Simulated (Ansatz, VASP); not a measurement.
**MgSi3N2 in VASP and in Ansatz**

File INCAR:

```
PREC = Accurate
ENCUT = 600
EDIFF = 1E-7
ISMEAR = 0
SIGMA = 0.1
LREAL = False
LASPH = True
NELM = 60
ALGO = Normal
ISIF = 3
LWAVE = False
LCHARG = False
GGA = PE
IBRION = 2
NSW = 100
EDIFFG = -0.01
```

File KPOINTS:

```
regular mesh
0
Gamma
  12 12 12
```

Contents of POSCAR:

```
MgSi3N2
1.0
    2.3687738834      1.3676122392      4.8997899828
   -2.3687738834      1.3676122392      4.8997899828
    0.0000000000     -2.7352244785      4.8997899828
Mg Si N
1 3 2
Direct
    0.0000000000      0.0000000000      0.0000000000
    0.0000000000      0.5000000000      0.0000000000
    0.5000000000      0.0000000000      0.0000000000
    0.0000000000      0.0000000000      0.5000000000
    0.7443992478      0.7443992478      0.7443992478
    0.2556007522      0.2556007522      0.2556007522
```

Input for Ansatz:

```yaml
crystal:
  lattice:
    - [2.3687738834, 1.3676122392, 4.8997899828]
    - [-2.3687738834, 1.3676122392, 4.8997899828]
    - [0.0, -2.7352244785, 4.8997899828]
  atoms:
    - { symbol: Mg, position: [0.0, 0.0, 0.0] }
    - { symbol: Si, position: [0.0, 0.5, 0.0] }
    - { symbol: Si, position: [0.5, 0.0, 0.0] }
    - { symbol: Si, position: [0.0, 0.0, 0.5] }
    - { symbol: "N", position: [0.7443992478, 0.7443992478, 0.7443992478] }
    - { symbol: "N", position: [0.2556007522, 0.2556007522, 0.2556007522] }
basis:
  ecutwfc: 420
kpoints:
  mp_grid: { grid: [12, 12, 12] }
hamiltonian:
  xc: pbe
scf:
  occupations: { method: gaussian, width: 0.1 }
output:
  forces: true
  stress: true
  eigenvalues: true
  write_density: true
  write_potential: true
  elf: true
  volumetric_format: npy
relax:
  adjacent_minimum: "off"
  f_tol: 0.01
  max_steps: 80
  cell: { stress_tol: 0.05 }
```

Change from the starting cell: species swapped into the Gd2AlFe3 type (R-3m, No. 166).

Alike in both runs: task relaxation of cell and atoms; functional PBE; k mesh 12 × 12 × 12; occupations gaussian, width 0.1 eV; no spin polarisation.

```csv
,VASP,Ansatz
version,VASP 6.6.1,Ansatz 0.2.0
potentials or method,"VASP PAW PBE potentials, release 64 (Mg, Si, N), cutoff 600 eV","scalar-relativistic, plane waves, PAW"
valence electrons in the cell,24,32
```

|  | VASP | Ansatz | Ansatz less VASP |
| --- | --- | --- | --- |
| gap on the k mesh at the Fermi level, each at its own relaxed structure (eV) | none | none | - |
| relaxed volume (Å³/atom) | 15.80 | 15.86 | +0.058 |
| relaxed length of the cell vector where the two differ most in proportion (Å) | 5.601 | 5.608 | +0.0071 |

A gap of «none» marks a metal or a gap that the smearing closes. VASP's potentials hold 24 valence electrons a cell and Ansatz's 32, so a difference there can come from the potentials and not from the codes.
